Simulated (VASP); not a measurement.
A run of VASP 6.6.1 is set up as follows.

The input INCAR:

```
PREC = Accurate
ENCUT = 600
EDIFF = 1E-6
ISMEAR = 0
SIGMA = 0.1
LREAL = False
LASPH = True
NELM = 120
ALGO = Normal
ISIF = 2
LWAVE = False
LCHARG = True
GGA = PE
LELF = True
LVHAR = True
NBANDS = 38
GGA_COMPAT = False
```

KPOINTS

```
Automatic mesh
0
Gamma
  6 6 4
```

Contents of POSCAR:

```
Zn2SbO3
1.0
    6.2465212435     -0.0000000036      0.0000000000
   -3.1232606186      5.4096460840      0.0000000000
    0.0000000000      0.0000000000      3.3637845817
Zn Sb O
2 1 3
Direct
    0.3333333333      0.6666666667      0.0000000000
    0.6666666667      0.3333333333      0.0000000000
    0.0000000000      0.0000000000      0.0000000000
    0.5000000000      0.0000000000      0.0000000000
    0.0000000000      0.5000000000      0.0000000000
    0.5000000000      0.5000000000      0.0000000000
```

Potentials or basis: VASP PAW PBE potentials, release 64 (Zn, Sb_d_GW, O).

Command:

```console
$ cat potpaw_PBE.64/Zn/POTCAR potpaw_PBE.64/Sb_d_GW/POTCAR potpaw_PBE.64/O/POTCAR > POTCAR
$ mpirun -np 1 vasp_std > vasp.out
```

**Question.** Predict the band gap on the k mesh.

**Answer.** Zero (an odd number of electrons rules out a gap without spin polarisation).

**Question.** What does it give for the pressure?

**Answer.** 0.5 GPa.

Stress tensor (GPa, compression positive):
```
 0.80  0.00  0.00
 0.00  0.80  0.00
 0.00  0.00 -0.05
```

Caveat: the k points lie up to 0.47 Å⁻¹ apart, too coarse for converged energies and pressures of a metal; spin-orbit coupling is left out, which moves the levels of the heavy elements; an odd number of electrons without spin polarisation forces a metal; a magnetic or distorted state may lie lower.
